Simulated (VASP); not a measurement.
# BP (zincblende type) (F-43m) in VASP: notebook

Runs on BP (zincblende type). Level: LDA. Tasks: relaxation of cell and atoms, single point.

Everything below comes from runs of VASP 6.6.1. Logs are shortened: lines on timing, memory, paths and dates and some standing lists are left out, and cuts for length are marked.

### 1 The cell of the first run

The structure is cubic, space group F-43m (No. 216). The conventional cell has a = 4.452 Å, b = 4.452 Å, c = 4.452 Å, α = 90.00°, β = 90.00°, γ = 90.00°. Within 2.6 Å of B (site symmetry -43m) lie 4 P at 1.93 Å. Within 2.6 Å of P (site symmetry -43m) lie 4 B at 1.93 Å.

### 2 Relaxation of cell and atoms, LDA

INCAR reads:

```
ALGO     = Normal         # electronic algorithm
EDIFF    = 1E-6           # SCF threshold, eV
EDIFFG   = -0.005         # ionic threshold
ENCUT    = 600            # plane-wave cutoff, eV
GGA      = CA             # functional
IBRION   = 2              # ionic algorithm
ISIF     = 3              # what is computed and relaxed
ISMEAR   = -1             # smearing method
LASPH    = T              # aspherical terms in the spheres
LCHARG   = F              # write CHGCAR
LREAL    = F              # projectors in reciprocal space
LWAVE    = F              # write WAVECAR
NELM     = 100            # most SCF steps
NSW      = 60             # ionic steps
PREC     = Accurate       # precision mode
SIGMA    = 0.08           # smearing width, eV
```

KPOINTS reads:

```
k-points
0
Gamma
  15 15 15
```

POSCAR reads:

```
BP
1.0
    0.0000000000      2.2260631449      2.2260631449
    2.2260631449      0.0000000000      2.2260631449
    2.2260631449      2.2260631449      0.0000000000
B P
1 1
Direct
    0.0000000000      0.0000000000      0.0000000000
    0.2500000000      0.2500000000      0.2500000000
```

Potentials or basis: VASP PAW LDA potentials, release 64 (B, P).

On the command line:

```
> cat potpaw_LDA.64/B/POTCAR potpaw_LDA.64/P/POTCAR > POTCAR
> mpirun -np 1 vasp_std > vasp.out
```

OUTCAR:

```text
EDIFF = 1E-6
   EDIFFG = -0.005
   ENCUT = 600
   GGA = CA
   IBRION = 2
   ISIF = 3
   ISMEAR = -1
   LASPH = T
   LREAL = F
   NELM = 100
   NSW = 60
   PREC = Accurate

 ion  position               nearest neighbor table
   1  0.000  0.000  0.000-   2 1.93   2 1.93   2 1.93   2 1.93
   2  0.250  0.250  0.250-   1 1.93   1 1.93   1 1.93   1 1.93

  LATTYP: Found a face centered cubic cell.
 ALAT       =     4.4521262898

  Lattice vectors:

 A1 = (   0.0000000000,   2.2260631449,   2.2260631449)
 A2 = (   2.2260631449,   0.0000000000,   2.2260631449)
 A3 = (   2.2260631449,   2.2260631449,   0.0000000000)

Analysis of symmetry for initial positions (statically):
=====================================================================
 Subroutine PRICEL returns:
 Original cell was already a primitive cell.

 Routine SETGRP: Setting up the symmetry group for a
 face centered cubic supercell.

 Subroutine GETGRP returns: Found 24 space group operations
 (whereof 24 operations were pure point group operations)
 out of a pool of 48 trial point group operations.

The static configuration has the point symmetry T_d .

Analysis of symmetry for dynamics (positions and initial velocities):
=====================================================================
 Subroutine PRICEL returns:
 Original cell was already a primitive cell.

 Routine SETGRP: Setting up the symmetry group for a
 face centered cubic supercell.

 Subroutine GETGRP returns: Found 24 space group operations
 (whereof 24 operations were pure point group operations)
 out of a pool of 48 trial point group operations.

The dynamic configuration has the point symmetry T_d .

 Subroutine INISYM returns: Found 24 space group operations
 (whereof 24 operations are pure point group operations),
 and found     1 'primitive' translations

----------------------------------------------------------------------------------------

                                     Primitive cell

  volume of cell :      22.0619

  direct lattice vectors                    reciprocal lattice vectors
     0.000000000  2.226063145  2.226063145    -0.224611778  0.224611778  0.224611778
     2.226063145  0.000000000  2.226063145     0.224611778 -0.224611778  0.224611778
     2.226063145  2.226063145  0.000000000     0.224611778  0.224611778 -0.224611778

  length of vectors
     3.148128690  3.148128690  3.148128690     0.389039011  0.389039011  0.389039011

  position of ions in fractional coordinates (direct lattice)
     0.000000000  0.000000000  0.000000000
     0.250000000  0.250000000  0.250000000

  ion indices of the primitive-cell ions
   primitive index   ion index
                 1           1
                 2           2

----------------------------------------------------------------------------------------

 KPOINTS: k-points

Automatic generation of k-mesh.
 Grid dimensions read from file:
 generate k-points for:   15   15   15

 Generating k-lattice:

  Cartesian coordinates                     Fractional coordinates (reciprocal lattice)
    -0.014974119  0.014974119  0.014974119     0.066666667  0.000000000  0.000000000
     0.014974119 -0.014974119  0.014974119     0.000000000  0.066666667  0.000000000
     0.014974119  0.014974119 -0.014974119     0.000000000  0.000000000  0.066666667

  Length of vectors
     0.025935934  0.025935934  0.025935934

  Shift w.r.t. Gamma in fractional coordinates (k-lattice)
     0.000000000  0.000000000  0.000000000

 Subroutine IBZKPT returns following result:
 ===========================================

 Found    120 irreducible k-points:

 Following reciprocal coordinates:
            Coordinates               Weight
  0.000000  0.000000  0.000000      1.000000
  0.066667  0.000000  0.000000      8.000000
  0.133333  0.000000  0.000000      8.000000
  0.200000  0.000000  0.000000      8.000000
  0.266667  0.000000  0.000000      8.000000
  0.333333  0.000000  0.000000      8.000000
[... 16 lines left out ...]
  0.133333  0.133333  0.000000      6.000000
  0.200000  0.133333  0.000000     24.000000
 [... further k-points ...]
   k-points           NKPTS =    120   k-points in BZ     NKDIM =    120   number of bands    NBANDS=      8
   number of dos      NEDOS =    301   number of ions     NIONS =      2
   total plane-waves  NPLWV =  21952
   dimension x,y,z NGX =    28 NGY =   28 NGZ =   28
   dimension x,y,z NGXF=    56 NGYF=   56 NGZF=   56
   ions per type =               1   1
   NGX,Y,Z   is equivalent  to a cutoff of  14.79, 14.79, 14.79 a.u.
   NGXF,Y,Z  is equivalent  to a cutoff of  29.57, 29.57, 29.57 a.u.
 SYSTEM =  unknown system
   PREC   = accura    normal or accurate (medium, high low for compatibility)
   ISTART =      0    job   : 0-new  1-cont  2-samecut
   ICHARG =      2    charge: 1-file 2-atom 10-const
   ISPIN  =      1    spin polarized calculation?
   LNONCOLLINEAR =      F non collinear calculations
   LSORBIT =      F    spin-orbit coupling
   LASPH  =      T    aspherical Exc in radial PAW
   ENCUT  =  600.0 eV  44.10 Ry    6.64 a.u.   6.29  6.29  6.29*2*pi/ulx,y,z
   NELM   =    100;   NELMIN=  2; NELMDL= -5     # of ELM steps
   EDIFF  = 0.1E-05   stopping-criterion for ELM
   LREAL  =      F    real-space projection
   EDIFFG = -.5E-02   stopping-criterion for IOM
   NSW    =     60    number of steps for IOM
   IBRION =      2    ionic relax: 0-MD 1-quasi-New 2-CG
   NFREE  =      1    steps in history (QN), initial steepest desc. (CG)
   ISIF   =      3    stress and relaxation
   ISYM   =      2    0-nonsym 1-usesym 2-fastsym
   POTIM  = 0.5000    time-step for ionic-motion
   TEBEG  =    0.0;   TEEND  =   0.0 temperature during run
   PSTRESS=    0.0 pullay stress
   NELECT =       8.0000    total number of electrons
   NUPDOWN=      -1.0000    fix difference up-down
   EMIN   =  10.00;   EMAX   =-10.00  energy-range for DOS
   EFERMI =   0.00;   METHOD = LEGACY
   ISMEAR =    -1;   SIGMA  =   0.08  broadening in eV -4-tet -1-fermi 0-gaus
   EFERMI_NEDOS =   21; number of points for ismear=-14 and -15
   IALGO  =     38    algorithm
   IMIX   =      4    mixing-type and parameters
     AMIX     =   0.40;   BMIX     =  1.00
     AMIX_MAG =   1.60;   BMIX_MAG =  1.00
  volume/ion in A,a.u.               =      11.03        74.44
  Fermi-wavevector in a.u.,A,eV,Ry     =   1.167412  2.206088 18.542699  1.362850
  Thomas-Fermi vector in A             =   2.303912
   LORBIT       =      0    0 simple, 1 ext, 2 COOP (PROOUT), +10 PAW based schemes
   GGA     = CA    functional components
   LHFCALC =     F    Hartree Fock is set to
   AEXX    =    0.0000 exact exchange contribution
   IVDW    =     0    specifies the selected vdW correction
   LEPSILON=     F    determine dielectric tensor
   LRPA    =     F    only Hartree local field effects (RPA)
 conjugate gradient relaxation of ions
 non-spin polarized calculation
  energy-cutoff  :      600.00
  volume of cell :       22.06
 maximum number of plane-waves:       751
 NGX is ok and might be reduce to    28
   NGX = 13   NGY = 13   NGZ = 13

--------------------------------------- Ionic step        1  -------------------------------------------

 number of electron       8.0000000 magnetization

 Free energy of the ion-electron system (eV)
  ---------------------------------------------------
  ext. energy  EPLUGINS =         0.00000000
  ---------------------------------------------------
  free energy    TOTEN  =       -14.39320913 eV

  energy without entropy =      -14.39320037  energy(sigma->0) =      -14.39320475

------------------------ aborting loop because EDIFF is reached ----------------------------------------

  FORCE on cell =-STRESS in cart. coord.  units (eV):
  Direction    XX          YY          ZZ          XY          YZ          ZX
  --------------------------------------------------------------------------------------
  -------------------------------------------------------------------------------------
  Total        0.6358450      0.6358450      0.6358450      0.0000000      0.0000000     -0.0000000
  in kB       46.1763305     46.1763305     46.1763305      0.0000000      0.0000000     -0.0000000
  external PRESSURE =      46.1763305 kB  Pullay stress =       0.0000000 kB
[... 57 lines left out ...]
  energy  without entropy=      -14.3959418662  energy(sigma->0) =      -14.39594508

--------------------------------------- Ionic step        3  -------------------------------------------

 number of electron       8.0000001 magnetization

 Free energy of the ion-electron system (eV)
  ---------------------------------------------------
  ext. energy  EPLUGINS =         0.00000000
  ---------------------------------------------------
  free energy    TOTEN  =       -14.40113126 eV

  energy without entropy =      -14.40112390  energy(sigma->0) =      -14.40112758

 E-fermi :   8.3541     XC(G=0): -11.2212

 val. band max:        7.7931772012   @ k =   0.0000   0.0000   0.0000
 cond. band min:       8.9435758523   @ k =   0.4000   0.4000   0.0000
 fundamental gap:      1.1503986511
 Fermi energy:         8.3541341122

 k-point     1 :       0.0000    0.0000    0.0000
  band No.  band energies     occupation
      1      -7.8826      2.00000
      2       7.7932      1.99820
      3       7.7932      1.99820
      4       7.7932      1.99820
      5      11.2233      0.00000
      6      11.2233      0.00000
      7      11.2233      0.00000
      8      15.6573      0.00000
[... 243 lines left out ...]
 k-point    24 :       0.2000    0.1333    0.0000
  band No.  band energies     occupation
      1      -7.1475      2.00000
      2       5.1633      2.00000
      3       6.0342      2.00000
      4       6.4210      2.00000
      5      10.4884      0.00000
      6      13.5495      0.00000
      7      13.6812      0.00000
      8      14.9569      0.00000

 [... further k-points ...]
[... 5 lines left out ...]
  --------------------------------------------------------------------------------------
  -------------------------------------------------------------------------------------
  Total       -0.0015033     -0.0015033     -0.0015033      0.0000000      0.0000000      0.0000000
  in kB       -0.1064628     -0.1064628     -0.1064628      0.0000000      0.0000000      0.0000000
  external PRESSURE =      -0.1064628 kB  Pullay stress =       0.0000000 kB
[... 17 lines left out ...]
  FREE ENERGIE OF THE ION-ELECTRON SYSTEM (eV)
  ---------------------------------------------------
  free  energy   TOTEN  =       -14.4011312611 eV

  energy  without entropy=      -14.4011239008  energy(sigma->0) =      -14.40112758

 reached required accuracy - stopping structural energy minimisation
```

Wall time 23 s (1 thread of Intel Xeon 6975P-C (Granite Rapids), shared host); peak memory 0.15 GiB.

What came out:

```yaml
Free_energy: -14.4011 eV
Relaxed_volume: 11.31 Å³/atom
Relaxed_cell: a = 3.175 Å, b = 3.175 Å, c = 3.175 Å, α = 60.00°, β = 60.00°, γ = 60.00°
Space_group_after_relaxing_to_0.05_Å: F-43m (No. 216)
Energy_gained_by_relaxing: 4.0 meV/atom
Ionic_steps: 3
Pressure_after_relaxing: 0.0 GPa
Band_gap_on_the_k_mesh: 1.15 eV, indirect (least direct gap 3.43 eV)
```

Step by step:
```tsv
step	energy change (eV)	largest force (eV/Å)	pressure (GPa)	volume (Å³)
1	0.0000	0.0000	4.62	22.06
2	-0.0027	0.0000	-3.48	23.09
3	-0.0079	0.0000	-0.01	22.62
```

Final structure:
```cif
data_structure
_symmetry_space_group_name_H-M 'P 1'
_symmetry_Int_Tables_number 1
_cell_length_a 3.1746
_cell_length_b 3.1746
_cell_length_c 3.1746
_cell_angle_alpha 60.000
_cell_angle_beta 60.000
_cell_angle_gamma 60.000
_cell_volume 22.62
loop_
_atom_site_label
_atom_site_type_symbol
_atom_site_fract_x
_atom_site_fract_y
_atom_site_fract_z
_atom_site_occupancy
B1 B 0.00000 0.00000 0.00000 1
P1 P 0.25000 0.25000 0.25000 1
```

A k mesh can miss the band edges.

### 3 Single point, LDA (volume scaled by 0.55)

INCAR reads:

```
ALGO     = Normal         # electronic algorithm
EDIFF    = 1E-6           # SCF threshold, eV
ENCUT    = 500            # plane-wave cutoff, eV
GGA_COMPAT= F            
ISIF     = 2              # what is computed and relaxed
ISMEAR   = -1             # smearing method
LASPH    = T              # aspherical terms in the spheres
LCHARG   = F              # write CHGCAR
LREAL    = F              # projectors in reciprocal space
LWAVE    = F              # write WAVECAR
NBANDS   = 11             # bands
NELM     = 120            # most SCF steps
PREC     = Accurate       # precision mode
SIGMA    = 0.08           # smearing width, eV
```

KPOINTS is that of step 2.

POSCAR reads:

```
BP
1.0
    0.0000000000      1.8394100818      1.8394100818
    1.8394100818      0.0000000000      1.8394100818
    1.8394100818      1.8394100818      0.0000000000
B P
1 1
Direct
    0.0000000000      0.0000000000      0.0000000000
    0.2500000000      0.2500000000      0.2500000000
```

Potentials or basis: VASP PAW LDA potentials, release 64 (B, P).

On the command line:

```
> cat potpaw_LDA.64/B/POTCAR potpaw_LDA.64/P/POTCAR > POTCAR
> mpirun -np 1 vasp_std > vasp.out
```

Wall time 9.1 s (1 thread of AMD EPYC 9R45 (Zen 5), shared host); peak memory 0.09 GiB.

The run converged. Its results:

```yaml
Free_energy: -8.2513 eV
Pressure: 305.7 GPa
Band_gap_on_the_k_mesh: 0.14 eV, indirect (least direct gap 5.40 eV)
```

Levels at points of the mesh, in eV from the valence-band top:
```tsv
k point	band 1	band 2	band 3	band 4	band 5	band 6	band 7	band 8
(0.00, 0.00, 0.00)	-21.72	0.00	0.00	0.00	5.90	5.90	5.90	14.90
```

Caveat: the cell differs from its parent crystal (volume scaled by 0.55).
